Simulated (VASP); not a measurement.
## Si2O: single point with PBE

Si2O:

```
Si O
1.0
     2.63652    0.00000    0.13940
     0.00000    5.84232    0.00000
    -0.27090    0.00000    5.12290
Si O
4 2
Direct
  0.50000 0.26244 0.50000
  0.50000 0.73756 0.50000
  0.50000 0.28373 0.00000
  0.50000 0.71627 0.00000
  0.00000 0.00000 0.50000
  0.50000 0.00000 0.00000
```

The cell was generated, and may not be a known phase.

```json
{"Program": "VASP 6.6.1", "Task": "single point", "Functional": "PBE", "Potentials or basis": "VASP PAW PBE potentials, release 64 (Si, O)", "Cutoff": "520 eV", "k mesh": "6 × 4 × 4", "Occupations": "gaussian, width 0.1 eV", "Spin": "no spin polarisation", "Dipole correction": "no", "Further INCAR settings": "ALGO = Normal; EDIFF = 1e-07; NBANDS = 23"}
```

```yaml
Pressure: 0.0 GPa
Largest_force: 0.031 eV/Å
Band_gap_on_the_k_mesh: zero (bands 14 and 15 overlap by 2.77 eV)
```

Forces on the atoms (eV/Å):
```
Si   0.000  0.011  0.000
Si   0.000 -0.011  0.000
Si   0.000  0.031  0.000
Si   0.000 -0.031  0.000
O    0.000  0.000  0.000
O    0.000  0.000  0.000
```

Stress tensor (GPa, compression positive):
```
-0.13  0.00  0.00
 0.00  0.24  0.00
 0.00  0.00 -0.06
```

Levels at points of the mesh, in eV from the Fermi level:
```csv
k point,band 11,band 12,band 13,band 14,band 15,band 16,band 17,band 18
"(0.00, 0.00, 0.00)",-3.46,-3.27,-2.89,-0.87,-0.52,2.78,6.23,6.57
"(0.50, 0.00, 0.00)",-3.93,-2.27,-2.20,-1.16,-0.98,-0.92,2.32,2.52
"(0.00, 0.50, 0.00)",-3.35,-3.19,-2.89,-1.16,2.15,3.37,4.31,5.60
"(0.50, 0.50, 0.00)",-3.05,-2.72,-2.38,-1.80,-0.23,0.46,1.27,1.58
"(0.00, 0.00, 0.50)",-3.32,-2.94,0.22,0.64,1.10,1.96,2.16,2.60
"(0.50, 0.00, 0.50)",-3.84,-3.43,-2.67,-2.50,-1.00,1.21,1.30,3.57
"(0.00, 0.50, 0.50)",-4.52,-2.94,-0.68,-0.33,2.82,3.40,3.77,4.10
"(0.50, 0.50, 0.50)",-3.83,-2.70,-1.47,-1.38,-1.37,-0.12,1.23,2.22
```

Wall time 39 s on 1 thread of Intel(R) Xeon(R) 6975P-C (Granite Rapids), with other jobs on the host, peak memory 0.21 GiB.

Caveat: the k points lie up to 0.40 Å⁻¹ apart, too coarse for converged energies and pressures of a metal.
